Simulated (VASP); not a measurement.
# Mg (P6_3/mmc) in VASP: further runs

Mg is run at these levels: PBE; tasks: single point.

All numbers are computed with VASP 6.6.1; they aren't measurements. Logs are shortened: lines on timing, memory, paths and dates and some standing lists are left out, and cuts for length are marked.

## (1) The cell of the first run

It takes space group P6_3/mmc (No. 194, hexagonal). The conventional cell has a = 3.338 Å, b = 3.338 Å, c = 5.002 Å, α = 90.00°, β = 90.00°, γ = 120.00°. Mg (site symmetry -6m2) has 12 Mg at 3.16 to 3.34 Å within 4.2 Å.

## (2) Single point, PBE (strain +0.040 along x and y, -0.040 along z)

File INCAR:

```
SYSTEM = Mg
  ALGO = Normal
  EDIFF = 1E-6
  ENCUT = 520
  GGA = PE
  ISIF = 2
  ISMEAR = 0
  LASPH = .True.
  LCHARG = .False.
  LREAL = .False.
  LWAVE = .False.
  NBANDS = 9
  NELM = 80
  PREC = Accurate
  SIGMA = 0.15
```

File KPOINTS:

```
k-points
0
Gamma
  18 18 10
  0 0 0
```

File POSCAR:

```
Mg
1.0
    3.3376423938      0.0000000000      0.0000000000
   -1.6688211969      2.8904831018      0.0000000000
    0.0000000000      0.0000000000      5.0019168000
Mg
2
Direct
    0.3333333333      0.6666666667      0.2500000000
    0.6666666667      0.3333333333      0.7500000000
```

Potentials or basis: VASP PAW PBE potentials, release 64 (Mg).

Command:

```sh
$ cat potpaw_PBE.64/Mg/POTCAR > POTCAR
$ mpirun -np 1 vasp_std > vasp.out
```

OUTCAR:

```text
SYSTEM = Mg
   EDIFF = 1E-6
   ENCUT = 520
   GGA = PE
   ISIF = 2
   ISMEAR = 0
   LASPH = .True.
   LREAL = .False.
   NELM = 80
   PREC = Accurate

 ion  position               nearest neighbor table
   1  0.333  0.667  0.250-   2 3.16   2 3.16   2 3.16   2 3.16   2 3.16   2 3.16
   2  0.667  0.333  0.750-   1 3.16   1 3.16   1 3.16   1 3.16   1 3.16   1 3.16

  LATTYP: Found a hexagonal cell.
 ALAT       =     3.3376423938
 C/A-ratio  =     1.4986377238

  Lattice vectors:

 A1 = (   3.3376423938,   0.0000000000,   0.0000000000)
 A2 = (  -1.6688211969,   2.8904831018,   0.0000000000)
 A3 = (   0.0000000000,   0.0000000000,   5.0019168000)

Analysis of symmetry for initial positions (statically):
=====================================================================
 Subroutine PRICEL returns:
 Original cell was already a primitive cell.

 Routine SETGRP: Setting up the symmetry group for a
 hexagonal supercell.

 Subroutine GETGRP returns: Found 24 space group operations
 (whereof 12 operations were pure point group operations)
 out of a pool of 24 trial point group operations.

The static configuration has the point symmetry D_3d.
 The point group associated with its full space group is D_6h.

Analysis of symmetry for dynamics (positions and initial velocities):
=====================================================================
 Subroutine PRICEL returns:
 Original cell was already a primitive cell.

 Routine SETGRP: Setting up the symmetry group for a
 hexagonal supercell.

 Subroutine GETGRP returns: Found 24 space group operations
 (whereof 12 operations were pure point group operations)
 out of a pool of 24 trial point group operations.

The dynamic configuration has the point symmetry D_3d.
 The point group associated with its full space group is D_6h.

 Subroutine INISYM returns: Found 24 space group operations
 (whereof 12 operations are pure point group operations),
 and found     1 'primitive' translations

----------------------------------------------------------------------------------------

                                     Primitive cell

  volume of cell :      48.2555

  direct lattice vectors                    reciprocal lattice vectors
     3.337642394  0.000000000  0.000000000     0.299612685  0.172981464  0.000000000
    -1.668821197  2.890483102  0.000000000     0.000000000  0.345962929  0.000000000
     0.000000000  0.000000000  5.001916800     0.000000000  0.000000000  0.199923357

[... 88 lines left out ...]
   NFREE  =      0    steps in history (QN), initial steepest desc. (CG)
   ISIF   =      2    stress and relaxation
   ISYM   =      2    0-nonsym 1-usesym 2-fastsym
   POTIM  = 0.5000    time-step for ionic-motion
   TEBEG  =    0.0;   TEEND  =   0.0 temperature during run
   PSTRESS=    0.0 pullay stress
   NELECT =       4.0000    total number of electrons
   NUPDOWN=      -1.0000    fix difference up-down
   EMIN   =  10.00;   EMAX   =-10.00  energy-range for DOS
   EFERMI =   0.00;   METHOD = LEGACY
   ISMEAR =     0;   SIGMA  =   0.15  broadening in eV -4-tet -1-fermi 0-gaus
   EFERMI_NEDOS =   21; number of points for ismear=-14 and -15
   IALGO  =     38    algorithm
   IMIX   =      4    mixing-type and parameters
     AMIX     =   0.40;   BMIX     =  1.00
     AMIX_MAG =   1.60;   BMIX_MAG =  1.00
  volume/ion in A,a.u.               =      24.13       162.82
  Fermi-wavevector in a.u.,A,eV,Ry     =   0.713804  1.348895  6.932397  0.509517
  Thomas-Fermi vector in A             =   1.801538
   LORBIT       =      0    0 simple, 1 ext, 2 COOP (PROOUT), +10 PAW based schemes
   GGA     = PE    functional components
   LHFCALC =     F    Hartree Fock is set to
   AEXX    =    0.0000 exact exchange contribution
   IVDW    =     0    specifies the selected vdW correction
   LEPSILON=     F    determine dielectric tensor
   LRPA    =     F    only Hartree local field effects (RPA)
 non-spin polarized calculation
 Gauss-broadening in eV      SIGMA  =   0.15
  energy-cutoff  :      520.00
  volume of cell :       48.26
 maximum number of plane-waves:      1324
 NGX is ok and might be reduce to    28
   NGX = 13   NGY = 13   NGZ = 19

 number of electron       4.0000000 magnetization

 Free energy of the ion-electron system (eV)
  ---------------------------------------------------
  ext. energy  EPLUGINS =         0.00000000
  ---------------------------------------------------
  free energy    TOTEN  =        -2.98018338 eV

  energy without entropy =       -2.97133555  energy(sigma->0) =       -2.97575946

 E-fermi :   2.3966     XC(G=0):  -8.3360

 val. band max:        2.3888546792   @ k =   0.2778   0.1111   0.1000
 cond. band min:       2.4084367705   @ k =   0.3333   0.3333   0.5000
 fundamental gap:      0.0195820913
 Fermi energy:         2.3966276927

 k-point     1 :       0.0000    0.0000    0.0000
  band No.  band energies     occupation
      1      -4.3426      2.00000
      2       1.2078      2.00000
      3       1.8782      2.00000
      4      12.0457      0.00000
      5      12.0457      0.00000
      6      12.2216      0.00000
      7      12.2216      0.00000
      8      13.8687      0.00000
      9      14.5053      0.00000
[... 265 lines left out ...]
 k-point    24 :       0.3889    0.1111    0.0000
  band No.  band energies     occupation
      1      -0.6780      2.00000
      2       1.2320      2.00000
      3       4.5972      0.00000
      4       5.2521      0.00000
      5       6.1667      0.00000
      6       6.4970      0.00000
      7       7.8323      0.00000
      8      11.1246      0.00000
      9      11.9256      0.00000

 [... further k-points ...]

------------------------ aborting loop because EDIFF is reached ----------------------------------------

  FORCE on cell =-STRESS in cart. coord.  units (eV):
  Direction    XX          YY          ZZ          XY          YZ          ZX
  --------------------------------------------------------------------------------------
  -------------------------------------------------------------------------------------
  Total       -0.7910428     -0.7910428      0.2019230      0.0000000      0.0000000      0.0000000
  in kB      -26.2641800    -26.2641800      6.7042404      0.0000000      0.0000000      0.0000000
  external PRESSURE =     -15.2747065 kB  Pullay stress =       0.0000000 kB

 VOLUME and BASIS-vectors are now :
 -----------------------------------------------------------------------------
  energy-cutoff  :      520.00
  volume of cell :       48.26
      direct lattice vectors                 reciprocal lattice vectors
     3.337642394  0.000000000  0.000000000     0.299612685  0.172981464  0.000000000
    -1.668821197  2.890483102  0.000000000     0.000000000  0.345962929  0.000000000
     0.000000000  0.000000000  5.001916800     0.000000000  0.000000000  0.199923357

 POSITION                                       TOTAL-FORCE (eV/Angst)
 -----------------------------------------------------------------------------------
     -0.00000      1.92699      1.25048        -0.000000      0.000000      0.000000
      1.66882      0.96349      3.75144         0.000000     -0.000000      0.000000
 -----------------------------------------------------------------------------------
    total drift:                                0.000000     -0.000000      0.000000

  FREE ENERGIE OF THE ION-ELECTRON SYSTEM (eV)
  ---------------------------------------------------
  free  energy   TOTEN  =        -2.9801833791 eV

  energy  without entropy=       -2.9713355474  energy(sigma->0) =       -2.97575946
```

OSZICAR:

```text
N       E                     dE             d eps       ncg     rms          rms(c)
DAV:   1    -0.230620743118E+00   -0.23062E+00   -0.12893E+03  3996   0.313E+02
DAV:   2    -0.295328212235E+01   -0.27227E+01   -0.26359E+01  5217   0.267E+01
DAV:   3    -0.299283729685E+01   -0.39555E-01   -0.39257E-01  5276   0.276E+00
DAV:   4    -0.299295426530E+01   -0.11697E-03   -0.11696E-03  5089   0.144E-01
DAV:   5    -0.299295474802E+01   -0.48272E-06   -0.48263E-06  5164   0.879E-03    0.967E-01
DAV:   6    -0.298746090873E+01    0.54938E-02   -0.72652E-04  4520   0.208E-01    0.621E-01
DAV:   7    -0.298016966467E+01    0.72912E-02   -0.28779E-03  4134   0.364E-01    0.355E-02
DAV:   8    -0.298018508646E+01   -0.15422E-04   -0.20084E-05  5729   0.266E-02    0.808E-03
DAV:   9    -0.298018367978E+01    0.14067E-05   -0.13635E-06  4404   0.575E-03    0.641E-04
DAV:  10    -0.298018337908E+01    0.30070E-06   -0.64418E-09  2426   0.487E-04
   1 F= -.29801834E+01 E0= -.29757595E+01  d E =-.884783E-02
```

stdout:

```text
POSCAR found type information on POSCAR Mg
 POSCAR found :  1 types and       2 ions
 scaLAPACK will be used
 LDA part: xc-table for (Slater+PW92), standard interpolation
 POSCAR, INCAR and KPOINTS ok, starting setup
 FFT: planning ... GRIDC
 FFT: planning ... GRID_SOFT
 FFT: planning ... GRID
 WAVECAR not read
 entering main loop
```

Run time: 31 s. Hardware: 1 thread of Intel Xeon 6975P-C (Granite Rapids), shared host; peak memory 0.24 GiB.

Results:

| Property | Result |
| --- | --- |
| Free energy | -2.9802 eV |
| Pressure | -1.5 GPa |
| Band gap on the k mesh | zero (bands 2 and 3 overlap by 1.95 eV) |

Stress tensor (GPa, compression positive):
```
-2.63  0.00  0.00
 0.00 -2.63  0.00
 0.00  0.00  0.67
```

Caveat: the cell differs from its parent crystal (strain +0.040 along x and y, -0.040 along z).

## (3) Single point, PBE (strain +0.080 along x and y, -0.080 along z)

File INCAR:

```
PREC = Accurate
ENCUT = 520
EDIFF = 1E-6
ISMEAR = 0
SIGMA = 0.15
LREAL = False
LASPH = True
NELM = 100
ALGO = Fast
ISIF = 2
LWAVE = False
LCHARG = False
GGA = PE
NBANDS = 9
```

File KPOINTS:

```
regular mesh
0
Gamma
  18 18 10
```

File POSCAR:

```
Mg
1.0
    3.4660132551      0.0000000000      0.0000000000
   -1.7330066275      3.0016555288      0.0000000000
    0.0000000000      0.0000000000      4.7935036000
Mg
2
Direct
    0.3333333333      0.6666666667      0.2500000000
    0.6666666667      0.3333333333      0.7500000000
```

Potentials or basis: VASP PAW PBE potentials, release 64 (Mg).

Command:

```sh
$ cat potpaw_PBE.64/Mg/POTCAR > POTCAR
$ mpirun -np 1 vasp_std > vasp.out
```

OUTCAR:

```text
PREC = Accurate
   ENCUT = 520
   EDIFF = 1E-6
   ISMEAR = 0
   LREAL = False
   LASPH = True
   NELM = 100
   ISIF = 2
   GGA = PE

 ion  position               nearest neighbor table
   1  0.333  0.667  0.250-   2 3.12   2 3.12   2 3.12   2 3.12   2 3.12   2 3.12
   2  0.667  0.333  0.750-   1 3.12   1 3.12   1 3.12   1 3.12   1 3.12   1 3.12

  LATTYP: Found a hexagonal cell.
 ALAT       =     3.4660132551
 C/A-ratio  =     1.3830020970

  Lattice vectors:

 A1 = (   3.4660132551,   0.0000000000,   0.0000000000)
 A2 = (  -1.7330066275,   3.0016555288,   0.0000000000)
 A3 = (   0.0000000000,   0.0000000000,   4.7935036000)

Analysis of symmetry for initial positions (statically):
=====================================================================
 Subroutine PRICEL returns:
 Original cell was already a primitive cell.

 Routine SETGRP: Setting up the symmetry group for a
 hexagonal supercell.

 Subroutine GETGRP returns: Found 24 space group operations
 (whereof 12 operations were pure point group operations)
 out of a pool of 24 trial point group operations.

[... 172 lines left out ...]

 k-point     1 :       0.0000    0.0000    0.0000
  band No.  band energies     occupation
      1      -4.3730      2.00000
      2       1.5882      2.00000
      3       2.4683      0.01791
      4      10.6997      0.00000
      5      10.6997      0.00000
      6      11.1172      0.00000
      7      11.1172      0.00000
      8      13.0118      0.00000
      9      13.2489      0.00000
[... 265 lines left out ...]
 k-point    24 :       0.3889    0.1111    0.0000
  band No.  band energies     occupation
      1      -0.9757      2.00000
      2       0.8214      2.00000
      3       4.6965      0.00000
      4       4.9765      0.00000
      5       6.1367      0.00000
      6       6.4797      0.00000
      7       7.8169      0.00000
      8      10.7526      0.00000
      9      10.8169      0.00000

 [... further k-points ...]

------------------------ aborting loop because EDIFF is reached ----------------------------------------

  FORCE on cell =-STRESS in cart. coord.  units (eV):
  Direction    XX          YY          ZZ          XY          YZ          ZX
  --------------------------------------------------------------------------------------
  -------------------------------------------------------------------------------------
  Total       -1.1583318     -1.1583318      0.5806203     -0.0000000      0.0000000      0.0000000
  in kB      -37.2134055    -37.2134055     18.6534298     -0.0000000      0.0000000      0.0000000
  external PRESSURE =     -18.5911271 kB  Pullay stress =       0.0000000 kB

 VOLUME and BASIS-vectors are now :
 -----------------------------------------------------------------------------
  energy-cutoff  :      520.00
  volume of cell :       49.87
      direct lattice vectors                 reciprocal lattice vectors
     3.466013255  0.000000000  0.000000000     0.288515919  0.166574744  0.000000000
    -1.733006628  3.001655529  0.000000000     0.000000000  0.333149487  0.000000000
     0.000000000  0.000000000  4.793503600     0.000000000  0.000000000  0.208615677

 POSITION                                       TOTAL-FORCE (eV/Angst)
 -----------------------------------------------------------------------------------
     -0.00000      2.00110      1.19838        -0.000000      0.000000      0.000000
      1.73301      1.00055      3.59513         0.000000     -0.000000      0.000000
 -----------------------------------------------------------------------------------
    total drift:                                0.000000     -0.000000      0.000000

  FREE ENERGIE OF THE ION-ELECTRON SYSTEM (eV)
  ---------------------------------------------------
  free  energy   TOTEN  =        -2.8888617428 eV

  energy  without entropy=       -2.8783571418  energy(sigma->0) =       -2.88360944
```

OSZICAR:

```text
N       E                     dE             d eps       ncg     rms          rms(c)
DAV:   1    -0.197790297132E+00   -0.19779E+00   -0.12671E+03  3996   0.309E+02
DAV:   2    -0.285745276077E+01   -0.26597E+01   -0.25574E+01  5194   0.266E+01
DAV:   3    -0.290057613559E+01   -0.43123E-01   -0.42847E-01  5343   0.277E+00
DAV:   4    -0.290069914951E+01   -0.12301E-03   -0.12301E-03  5108   0.144E-01
DAV:   5    -0.290069967715E+01   -0.52763E-06   -0.52778E-06  5101   0.926E-03    0.965E-01
RMM:   6    -0.289575031420E+01    0.49494E-02   -0.71460E-04  4042   0.213E-01    0.619E-01
RMM:   7    -0.288883724736E+01    0.69131E-02   -0.29671E-03  4141   0.406E-01    0.353E-02
RMM:   8    -0.288886193903E+01   -0.24692E-04   -0.10732E-04  4356   0.734E-02    0.938E-03
RMM:   9    -0.288886199365E+01   -0.54620E-07   -0.11300E-05  4579   0.222E-02    0.157E-03
RMM:  10    -0.288886174280E+01    0.25085E-06   -0.15352E-06  4441   0.720E-03
   1 F= -.28888617E+01 E0= -.28836094E+01  d E =-.105046E-01
```

Wall time 31 s (1 thread of Intel Xeon 6975P-C (Granite Rapids), shared host); peak memory 0.23 GiB.

What came out:

```
Free energy            : -2.8889 eV
Pressure               : -1.9 GPa
Band gap on the k mesh : zero (bands 2 and 3 overlap by 2.02 eV)
```

Caveat: the cell differs from its parent crystal (strain +0.080 along x and y, -0.080 along z); the stress differs along the axes, from -4 to 2 GPa.

## (4) Single point, PBE (strain +0.000 along x and y, +0.080 along z)

File INCAR:

```
SYSTEM = Mg
ALGO = Normal
EDIFF = 1E-7
ENCUT = 520
GGA = PE
ISIF = 2
ISMEAR = 0
LASPH = .True.
LCHARG = .False.
LREAL = .False.
LWAVE = .False.
NBANDS = 9
NELM = 100
PREC = Accurate
SIGMA = 0.15
```

File KPOINTS:

```
k-points
0
Gamma
  18 18 10
  0 0 0
```

File POSCAR:

```
Mg
1.0
    3.2092715325      0.0000000000      0.0000000000
   -1.6046357662      2.7793106748      0.0000000000
    0.0000000000      0.0000000000      5.6271564000
Mg
2
Direct
    0.3333333333      0.6666666667      0.2500000000
    0.6666666667      0.3333333333      0.7500000000
```

Command:

```sh
$ cat potpaw_PBE.64/Mg/POTCAR > POTCAR
$ mpirun -np 1 vasp_std > vasp.out
```

It took 22 s on 1 thread of Intel Xeon 6975P-C (Granite Rapids), shared host; peak memory 0.23 GiB.

It converged, with:

| Property | Result |
| --- | --- |
| Free energy | -2.9545 eV |
| Pressure | -2.6 GPa |
| Band gap on the k mesh | zero (bands 2 and 3 overlap by 2.74 eV) |

Stress tensor (GPa, compression positive):
```
-1.68  0.00  0.00
 0.00 -1.68  0.00
 0.00  0.00 -4.29
```

Levels at points of the mesh, in eV from the Fermi level:
```
           k point  band 1  band 2  band 3  band 4  band 5
(0.00, 0.00, 0.00)   -6.56   -1.92   -1.86   10.48   11.21
(0.50, 0.00, 0.00)   -1.81   -1.78    2.50    2.55    2.88
(0.00, 0.00, 0.50)   -5.37   -5.37    3.70    3.70   11.87
(0.50, 0.00, 0.50)   -0.92   -0.92   -0.34   -0.34    7.59
```

Caveat: the cell differs from its parent crystal (strain +0.000 along x and y, +0.080 along z).

## (5) Overview

| cell | gap on the mesh (eV) | pressure (GPa) |
| --- | --- | --- |
| a = 3.338, b = 3.338, c = 5.002 Å, angles 90.0, 90.0, 120.0°, 2 atoms | none | -1.5 |
| a = 3.466, b = 3.466, c = 4.794 Å, angles 90.0, 90.0, 120.0°, 2 atoms | none | -1.9 |
| a = 3.209, b = 3.209, c = 5.627 Å, angles 90.0, 90.0, 120.0°, 2 atoms | none | -2.6 |

Alike in all rows: task single point; level PBE; potentials or basis VASP PAW PBE potentials, release 64 (Mg); no spin polarisation; k mesh 18 × 18 × 10; cutoff (eV) 520; smearing gaussian 0.15 eV.

Caveats: the stress differs along the axes, from -4 to 2 GPa (at least some runs).

Absolute energies hang on the potentials; compare differences alone.

The gap in the log of VASP goes by the Fermi energy; the results here count the filled bands.